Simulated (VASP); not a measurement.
# SnO2 (Amm2) in VASP: a series of runs

The runs below take SnO2 through single point, with r2SCAN.

Everything below comes from runs of VASP 6.6.1. Logs are shortened: lines on timing, memory, paths and dates and some standing lists are left out, and cuts for length are marked.

**1. The cell of the first run**

It takes space group Amm2 (No. 38, orthorhombic). Conventional cell: a = 3.201 Å, b = 6.732 Å, c = 6.732 Å, α = 90.00°, β = 90.00°, γ = 90.00°. Within 2.7 Å of Sn (site symmetry mm2) lie 6 O at 2.05 to 2.07 Å. Sn (site symmetry mm2) has 6 O at 2.04 to 2.10 Å within 2.7 Å. O (site symmetry mm2) has 3 Sn at 2.05 to 2.10 Å and 1 O at 2.61 Å within 2.7 Å. Within 2.7 Å of O (site symmetry m) lie 3 Sn at 2.07 Å and 1 O at 2.61 Å. Within 2.7 Å of O (site symmetry mm2) lie 3 Sn at 2.04 to 2.07 Å and 1 O at 2.61 Å.

**2. Single point, r2SCAN (atoms displaced along a vibrational mode)**

Input file POSCAR:

```
SnO2
1.0
    4.7602164759      0.0000000000      0.0000000000
    0.0000000000      4.7602164759      0.0000000000
    0.0000000000      0.0000000000      3.2005650981
Sn O
2 4
Direct
   -0.0002987063     -0.0002987063      0.0000000000
    0.5055272966      0.5055272966      0.5000000000
    0.3043212604      0.3043212604      0.0000000000
    0.1762810909      0.7880680877      0.5000000000
    0.6925342636      0.6925342636      0.0000000000
    0.7880680877      0.1762810909      0.5000000000
```

Input file INCAR.step1:

```
PREC = Accurate
ENCUT = 520
ISMEAR = 0
SIGMA = 0.05
LREAL = False
LASPH = True
NELM = 60
NBANDS = 35
GGA = PE
ALGO = Normal
EDIFF = 1E-4
LWAVE = True
LCHARG = False
```

Input file INCAR.step2:

```
PREC = Accurate
ENCUT = 520
EDIFF = 1E-7
ISMEAR = 0
SIGMA = 0.05
LREAL = False
LASPH = True
NELM = 60
ALGO = Normal
ISIF = 2
LWAVE = False
LCHARG = False
METAGGA = R2SCAN
LMIXTAU = True
NBANDS = 35
ISTART = 1
```

Input file KPOINTS:

```
Automatic mesh
0
Gamma
  6 6 8
```

Potentials or basis: VASP PAW PBE potentials, release 64 (Sn_d, O).

Run with:

```sh
$ cat potpaw_PBE.64/Sn_d/POTCAR potpaw_PBE.64/O/POTCAR > POTCAR
$ cp INCAR.step1 INCAR
$ mpirun -np 1 vasp_std > vasp.out
$ cp INCAR.step2 INCAR
$ mpirun -np 1 vasp_std > vasp.out
```

OUTCAR:

```text
PREC = Accurate
   ENCUT = 520
   EDIFF = 1E-7
   ISMEAR = 0
   LREAL = False
   LASPH = True
   NELM = 60
   ISIF = 2
   METAGGA = R2SCAN
   ISTART = 1

 ion  position               nearest neighbor table
   1  1.000  1.000  0.000-   3 2.05   5 2.07   4 2.07   6 2.07   4 2.07   6 2.07   2 3.69   2 3.69
                             2 3.73   2 3.73   2 3.73   2 3.73
   2  0.506  0.506  0.500-   5 2.04   5 2.04   6 2.07   4 2.07   3 2.10   3 2.10   1 3.69   1 3.69
                             1 3.73   1 3.73   1 3.73   1 3.73
   3  0.304  0.304  0.000-   1 2.05   2 2.10   2 2.10
   4  0.176  0.788  0.500-   2 2.07   1 2.07   1 2.07
   5  0.693  0.693  0.000-   2 2.04   2 2.04   1 2.07
   6  0.788  0.176  0.500-   2 2.07   1 2.07   1 2.07

  LATTYP: Found a simple tetragonal cell.
 ALAT       =     4.7602164759
 C/A-ratio  =     0.6723570481

  Lattice vectors:

 A1 = (   4.7602164759,   0.0000000000,   0.0000000000)
 A2 = (   0.0000000000,   4.7602164759,   0.0000000000)
 A3 = (   0.0000000000,   0.0000000000,   3.2005650981)

Analysis of symmetry for initial positions (statically):
=====================================================================
 Subroutine PRICEL returns:
 Original cell was already a primitive cell.

 Routine SETGRP: Setting up the symmetry group for a
 simple tetragonal supercell.

 Subroutine GETGRP returns: Found  4 space group operations
 (whereof  4 operations were pure point group operations)
 out of a pool of 16 trial point group operations.

The static configuration has the point symmetry C_2v.

Analysis of symmetry for dynamics (positions and initial velocities):
=====================================================================
 Subroutine PRICEL returns:
 Original cell was already a primitive cell.

 Routine SETGRP: Setting up the symmetry group for a
 simple tetragonal supercell.

 Subroutine GETGRP returns: Found  4 space group operations
 (whereof  4 operations were pure point group operations)
 out of a pool of 16 trial point group operations.

The dynamic configuration has the point symmetry C_2v.

 Subroutine INISYM returns: Found  4 space group operations
 (whereof  4 operations are pure point group operations),
 and found     1 'primitive' translations

----------------------------------------------------------------------------------------

                                     Primitive cell

  volume of cell :      72.5237

  direct lattice vectors                    reciprocal lattice vectors
     4.760216476  0.000000000  0.000000000     0.210074480  0.000000000  0.000000000
     0.000000000  4.760216476  0.000000000     0.000000000  0.210074480  0.000000000
     0.000000000  0.000000000  3.200565098     0.000000000  0.000000000  0.312444824

  length of vectors
     4.760216476  4.760216476  3.200565098     0.210074480  0.210074480  0.312444824

  position of ions in fractional coordinates (direct lattice)
     0.999701294  0.999701294  0.000000000
     0.505527297  0.505527297  0.500000000
     0.304321260  0.304321260  0.000000000
     0.176281091  0.788068088  0.500000000
     0.692534264  0.692534264  0.000000000
     0.788068088  0.176281091  0.500000000

  ion indices of the primitive-cell ions
   primitive index   ion index
                 1           1
                 2           2
                 3           3
                 4           4
                 5           5
                 6           6

----------------------------------------------------------------------------------------

 KPOINTS: Automatic mesh

Automatic generation of k-mesh.
 Grid dimensions read from file:
 generate k-points for:    6    6    8

 Generating k-lattice:

  Cartesian coordinates                     Fractional coordinates (reciprocal lattice)
     0.035012413  0.000000000  0.000000000     0.166666667  0.000000000  0.000000000
     0.000000000  0.035012413  0.000000000     0.000000000  0.166666667  0.000000000
     0.000000000  0.000000000  0.039055603     0.000000000  0.000000000  0.125000000

  Length of vectors
     0.035012413  0.035012413  0.039055603

  Shift w.r.t. Gamma in fractional coordinates (k-lattice)
     0.000000000  0.000000000  0.000000000

 Subroutine IBZKPT returns following result:
 ===========================================

 Found     65 irreducible k-points:

 Following reciprocal coordinates:
            Coordinates               Weight
  0.000000  0.000000  0.000000      1.000000
  0.166667  0.000000  0.000000      4.000000
  0.333333  0.000000  0.000000      4.000000
  0.500000  0.000000  0.000000      2.000000
  0.166667  0.166667  0.000000      2.000000
 -0.166667  0.166667  0.000000      2.000000
[... 16 lines left out ...]
  0.333333  0.333333  0.125000      4.000000
 -0.333333  0.333333  0.125000      4.000000
 [... further k-points ...]
   k-points           NKPTS =     65   k-points in BZ     NKDIM =     65   number of bands    NBANDS=     35
   number of dos      NEDOS =    301   number of ions     NIONS =      6
   total plane-waves  NPLWV =  31104
   dimension x,y,z NGX =    36 NGY =   36 NGZ =   24
   dimension x,y,z NGXF=    72 NGYF=   72 NGZF=   48
   ions per type =               2   4
   NGX,Y,Z   is equivalent  to a cutoff of  12.57, 12.57, 12.47 a.u.
   NGXF,Y,Z  is equivalent  to a cutoff of  25.15, 25.15, 24.93 a.u.
 SYSTEM =  unknown system
   PREC   = accura    normal or accurate (medium, high low for compatibility)
   ISTART =      1    job   : 0-new  1-cont  2-samecut
   ICHARG =      0    charge: 1-file 2-atom 10-const
   ISPIN  =      1    spin polarized calculation?
   LNONCOLLINEAR =      F non collinear calculations
   LSORBIT =      F    spin-orbit coupling
   LASPH  =      T    aspherical Exc in radial PAW
   ENCUT  =  520.0 eV  38.22 Ry    6.18 a.u.   8.85  8.85  5.95*2*pi/ulx,y,z
   NELM   =     60;   NELMIN=  2; NELMDL=  0     # of ELM steps
   EDIFF  = 0.1E-06   stopping-criterion for ELM
   LREAL  =      F    real-space projection
   EDIFFG = 0.1E-05   stopping-criterion for IOM
   NSW    =      0    number of steps for IOM
   IBRION =     -1    ionic relax: 0-MD 1-quasi-New 2-CG
   NFREE  =      0    steps in history (QN), initial steepest desc. (CG)
   ISIF   =      2    stress and relaxation
   ISYM   =      2    0-nonsym 1-usesym 2-fastsym
   POTIM  = 0.5000    time-step for ionic-motion
   TEBEG  =    0.0;   TEEND  =   0.0 temperature during run
   PSTRESS=    0.0 pullay stress
   NELECT =      52.0000    total number of electrons
   NUPDOWN=      -1.0000    fix difference up-down
   EMIN   =  10.00;   EMAX   =-10.00  energy-range for DOS
   EFERMI =   0.00;   METHOD = LEGACY
   ISMEAR =     0;   SIGMA  =   0.05  broadening in eV -4-tet -1-fermi 0-gaus
   EFERMI_NEDOS =   21; number of points for ismear=-14 and -15
   IALGO  =     38    algorithm
   IMIX   =      4    mixing-type and parameters
     AMIX     =   0.40;   BMIX     =  1.00
     AMIX_MAG =   1.60;   BMIX_MAG =  1.00
  volume/ion in A,a.u.               =      12.09        81.57
  Fermi-wavevector in a.u.,A,eV,Ry     =   1.465264  2.768948 29.211695  2.146999
  Thomas-Fermi vector in A             =   2.581142
   LORBIT       =      0    0 simple, 1 ext, 2 COOP (PROOUT), +10 PAW based schemes
   METAGGA = R2SCAN    functional components
   LHFCALC =     F    Hartree Fock is set to
   AEXX    =    0.0000 exact exchange contribution
   IVDW    =     0    specifies the selected vdW correction
   LEPSILON=     F    determine dielectric tensor
   LRPA    =     F    only Hartree local field effects (RPA)
 non-spin polarized calculation
 Gauss-broadening in eV      SIGMA  =   0.05
  energy-cutoff  :      520.00
  volume of cell :       72.52
 maximum number of plane-waves:      1992
   NGX = 17   NGY = 17   NGZ = 11

 number of electron      52.0000000 magnetization

 Free energy of the ion-electron system (eV)
  ---------------------------------------------------
  ext. energy  EPLUGINS =         0.00000000
  ---------------------------------------------------
  free energy    TOTEN  =       -84.56175404 eV

  energy without entropy =      -84.56175404  energy(sigma->0) =      -84.56175404

 E-fermi :   5.8648     XC(G=0): -11.9727

 val. band max:        5.5654224786   @ k =   0.0000   0.0000   0.0000
 cond. band min:       7.3463348561   @ k =   0.0000   0.0000   0.0000
 fundamental gap:      1.7809123775
 Fermi energy:         5.8647995299

 k-point     1 :       0.0000    0.0000    0.0000
  band No.  band energies     occupation
      1     -16.1700      2.00000
      2     -15.2778      2.00000
      3     -14.9785      2.00000
      4     -14.9591      2.00000
      5     -14.9488      2.00000
      6     -14.9023      2.00000
[... 27 lines left out ...]
     34      18.4603      0.00000
     35      19.1220      0.00000

 k-point     2 :       0.1667    0.0000    0.0000
  band No.  band energies     occupation
      1     -16.1240      2.00000
      2     -15.3361      2.00000
      3     -14.9769      2.00000
      4     -14.9574      2.00000
      5     -14.9538      2.00000
      6     -14.9400      2.00000
[... 27 lines left out ...]
     34      18.6032      0.00000
     35      19.0524      0.00000

 k-point     3 :       0.3333    0.0000    0.0000
  band No.  band energies     occupation
      1     -15.9900      2.00000
      2     -15.5284      2.00000
      3     -14.9766      2.00000
      4     -14.9739      2.00000
      5     -14.9539      2.00000
      6     -14.9521      2.00000
[... 27 lines left out ...]
     34      18.7369      0.00000
     35      18.9582      0.00000
[... 723 lines left out ...]
 k-point    23 :       0.3333    0.3333    0.1250
  band No.  band energies     occupation
      1     -15.8744      2.00000
      2     -15.6955      2.00000
      3     -15.1539      2.00000
      4     -15.1512      2.00000
      5     -14.9092      2.00000
      6     -14.8903      2.00000
[... 27 lines left out ...]
     34      18.7614      0.00000
     35      18.7705      0.00000

 k-point    24 :      -0.3333    0.3333    0.1250
  band No.  band energies     occupation
      1     -15.8978      2.00000
      2     -15.6659      2.00000
      3     -15.1847      2.00000
      4     -15.1279      2.00000
      5     -14.9104      2.00000
      6     -14.8876      2.00000
[... 27 lines left out ...]
     34      18.7124      0.00000
     35      18.9126      0.00000

 [... further k-points ...]

------------------------ aborting loop because EDIFF is reached ----------------------------------------

  FORCE on cell =-STRESS in cart. coord.  units (eV):
  Direction    XX          YY          ZZ          XY          YZ          ZX
  --------------------------------------------------------------------------------------
  -------------------------------------------------------------------------------------
  Total        0.2551179      0.2551179      0.7752911      0.0664795      0.0000000      0.0000000
  in kB        5.6360049      5.6360049     17.1275532      1.4686507      0.0000000      0.0000000
  external PRESSURE =       9.4665210 kB  Pullay stress =       0.0000000 kB

 VOLUME and BASIS-vectors are now :
 -----------------------------------------------------------------------------
  energy-cutoff  :      520.00
  volume of cell :       72.52
      direct lattice vectors                 reciprocal lattice vectors
     4.760216476  0.000000000  0.000000000     0.210074480  0.000000000  0.000000000
     0.000000000  4.760216476  0.000000000     0.000000000  0.210074480  0.000000000
     0.000000000  0.000000000  3.200565098     0.000000000  0.000000000  0.312444824

 POSITION                                       TOTAL-FORCE (eV/Angst)
 -----------------------------------------------------------------------------------
      4.75879      4.75879      0.00000         0.026523      0.026523      0.000000
      2.40642      2.40642      1.60028        -0.681351     -0.681351      0.000000
      1.44864      1.44864      0.00000         0.009970      0.009970      0.000000
      0.83914      3.75137      1.60028         0.335030      0.255878      0.000000
      3.29661      3.29661      0.00000         0.053951      0.053951      0.000000
      3.75137      0.83914      1.60028         0.255878      0.335030      0.000000
 -----------------------------------------------------------------------------------
    total drift:                               -0.002562     -0.002562     -0.000005

  FREE ENERGIE OF THE ION-ELECTRON SYSTEM (eV)
  ---------------------------------------------------
  free  energy   TOTEN  =       -84.5617540444 eV

  energy  without entropy=      -84.5617540444  energy(sigma->0) =      -84.56175404
```

Run time: 9.2 min. Hardware: 1 thread of Intel Xeon Platinum 8259CL at 2.50GHz (Skylake/Cascade Lake), shared host; peak memory 0.27 GiB.

What came out:

* Free energy: -84.5618 eV
* Pressure: 0.9 GPa
* Largest force: 0.964 eV/Å
* Band gap on the k mesh: 1.78 eV

Forces in eV/Å, atoms in the order of the input:
```
Sn   0.027  0.027  0.000
Sn  -0.681 -0.681  0.000
O    0.010  0.010  0.000
O    0.335  0.256  0.000
O    0.054  0.054  0.000
O    0.256  0.335  0.000
```

Levels at points of the mesh, in eV from the valence-band top:
```tsv
k point	band 24	band 25	band 26	band 27	band 28	band 29
(0.00, 0.00, 0.00)	-0.79	-0.76	0.00	1.78	6.49	7.02
(0.50, 0.00, 0.00)	-1.06	-0.65	-0.58	4.95	5.00	7.78
(0.50, 0.50, 0.00)	-1.27	-0.94	-0.90	5.37	5.44	8.18
(0.00, 0.00, 0.50)	-1.65	-1.27	-1.21	6.79	6.84	10.34
(0.50, 0.00, 0.50)	-1.10	-0.68	-0.65	7.05	7.08	8.78
(0.50, 0.50, 0.50)	-0.96	-0.85	-0.74	5.48	5.49	9.57
```

Caveat: the cell differs from its parent crystal (atoms displaced along a vibrational mode); the PAW data sets were made with another functional, which shifts forces and pressure a little; spin-orbit coupling is left out, which moves the levels of the heavy elements.

**3. Single point, r2SCAN (atoms displaced along a vibrational mode)**

Input file POSCAR:

```
SnO2
1.0
    4.7602164759      0.0000000000      0.0000000000
    0.0000000000      4.7602164759      0.0000000000
    0.0000000000      0.0000000000      3.2005650981
Sn O
2 4
Direct
    0.0001866914      0.0001866914      0.0000000000
    0.4965454396      0.4965454396      0.5000000000
    0.3068761471      0.3068761471      0.0000000000
    0.2052473833      0.8170343801      0.5000000000
    0.6950891503      0.6950891503      0.0000000000
    0.8170343801      0.2052473833      0.5000000000
```

Input file INCAR.step1:

```
SYSTEM = SnO2
PREC = Accurate
ENCUT = 520
ISMEAR = 0
SIGMA = 0.05
LREAL = .FALSE.
LASPH = .TRUE.
NELM = 100
NBANDS = 35
GGA = PE
ALGO = Normal
EDIFF = 1E-4
LWAVE = .TRUE.
LCHARG = .FALSE.
```

Input file INCAR.step2:

```
SYSTEM = SnO2
PREC = Accurate
ENCUT = 520
EDIFF = 1E-7
ISMEAR = 0
SIGMA = 0.05
LREAL = .FALSE.
LASPH = .TRUE.
NELM = 100
ALGO = Normal
ISIF = 2
LWAVE = .FALSE.
LCHARG = .FALSE.
METAGGA = R2SCAN
LMIXTAU = .TRUE.
NBANDS = 35
ISTART = 1
```

Input file KPOINTS:

```
regular mesh
0
G
  6 6 8
  0 0 0
```

Potentials or basis: VASP PAW PBE potentials, release 64 (Sn_d, O).

Run with:

```sh
$ cat potpaw_PBE.64/Sn_d/POTCAR potpaw_PBE.64/O/POTCAR > POTCAR
$ cp INCAR.step1 INCAR
$ mpirun -np 1 vasp_std > vasp.out
$ cp INCAR.step2 INCAR
$ mpirun -np 1 vasp_std > vasp.out
```

It took 8.8 min on 1 thread of Intel Xeon Platinum 8259CL at 2.50GHz (Skylake/Cascade Lake), shared host; peak memory 0.27 GiB.

The run converged. Its results:

```yaml
Free_energy: -84.6033 eV
Pressure: 1.0 GPa
Largest_force: 0.596 eV/Å
Band_gap_on_the_k_mesh: 1.79 eV
```

Forces on the atoms (eV/Å):
```
Sn  -0.018 -0.018  0.000
Sn   0.421  0.421  0.000
O   -0.039 -0.039  0.000
O   -0.155 -0.208  0.000
O    0.000  0.000  0.000
O   -0.208 -0.155  0.000
```

Stress tensor (GPa, compression positive):
```
0.77 0.06 0.00
0.06 0.77 0.00
0.00 0.00 1.55
```

Levels at points of the mesh, in eV from the valence-band top:
```
           k point  band 23  band 24  band 25  band 26  band 27  band 28  band 29  band 30
(0.00, 0.00, 0.00)    -1.20    -0.78    -0.77     0.00     1.79     6.64     7.04     7.22
(0.50, 0.00, 0.00)    -1.22    -1.10    -0.64    -0.60     4.98     5.01     7.80     7.81
(0.50, 0.50, 0.00)    -1.29    -1.29    -0.93    -0.91     5.41     5.44     8.20     8.22
(0.00, 0.00, 0.50)    -1.70    -1.66    -1.27    -1.24     6.84     6.86    10.45    10.50
(0.50, 0.00, 0.50)    -1.12    -1.10    -0.69    -0.67     7.11     7.12     8.82     8.86
(0.50, 0.50, 0.50)    -1.01    -0.96    -0.85    -0.79     5.51     5.51     9.62     9.62
```

Caveat: the cell differs from its parent crystal (atoms displaced along a vibrational mode); the PAW data sets were made with another functional, which shifts forces and pressure a little; spin-orbit coupling is left out, which moves the levels of the heavy elements.
